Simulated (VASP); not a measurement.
Here is a VASP 6.6.1 calculation.

INCAR

```
SYSTEM = BeS
ALGO = Normal
EDIFF = 1E-8
ENCUT = 520
GGA = PE
ISIF = 2
ISMEAR = -1
LASPH = .True.
LCHARG = .False.
LEFG = .True.
LREAL = .False.
LWAVE = .False.
NBANDS = 11
NELM = 80
PREC = Accurate
SIGMA = 0.03
```

Contents of KPOINTS:

```
k-points
0
Gamma
  10 10 10
  0 0 0
```

The input POSCAR:

```
BeS
1.0
    0.0000000000      1.9327811446      1.9327811446
    1.9327811446      0.0000000000      1.9327811446
    1.9327811446      1.9327811446      0.0000000000
Be S
1 1
Direct
    0.0000000000      0.0000000000      0.0000000000
    0.2500000000      0.2500000000      0.2500000000
```

Potentials or basis: VASP PAW PBE potentials, release 64 (Be, S).

Launch:

```sh
$ cat potpaw_PBE.64/Be/POTCAR potpaw_PBE.64/S/POTCAR > POTCAR
$ mpirun -np 1 vasp_std > vasp.out
```

(1) What does it give for the band gap on the k mesh?

(2) What does it give for the pressure?

Answers

(1) 0.52 eV, indirect (least direct gap 4.25 eV).

(2) 231.6 GPa.

Caveat: without QUAD_EFG the Cq values of the log hold for a quadrupole moment of 1 mb, not for the nuclei.
